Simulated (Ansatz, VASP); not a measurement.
# BN in VASP and in Ansatz

```
CELL_PARAMETERS angstrom
2.54397 0.00000 0.00000
-1.27198 2.20314 0.00000
0.00000 0.00000 4.20774
ATOMIC_POSITIONS crystal
B 0.66667 0.33333 0.99980
B 0.33333 0.66667 0.49980
N 0.66667 0.33333 0.62520
N 0.33333 0.66667 0.12520
```

Alike in both runs: functional r2SCAN; k mesh 12 × 12 × 6; occupations gaussian, width 0.02 eV; no spin polarisation.

Ansatz relaxed the structure, and its values are those at the end. VASP's run is a single point on that final structure, the one shown.

```csv
,VASP,Ansatz
version,VASP 6.6.1,Ansatz 0.2.0
potentials or method,"VASP PAW PBE potentials, release 64 (B, N), cutoff 520 eV","scalar-relativistic, plane waves, PAW"
valence electrons in the cell,16,16
```

VASP gave:

| Property | Result |
| --- | --- |
| gap on the k mesh at the Fermi level (eV) | 5.72 |
| least direct gap on the mesh (eV) | 8.98 |
| pressure (GPa) | 1.1 |

Q: Which values does Ansatz return?

A: gap on the k mesh at the Fermi level (eV): 5.75; least direct gap on the mesh (eV): 9.01; pressure (GPa): 0.0.

VASP's potentials were made for PBE, not for r2SCAN. With one functional, cell and mesh, what is left measures potentials, basis and numerics.
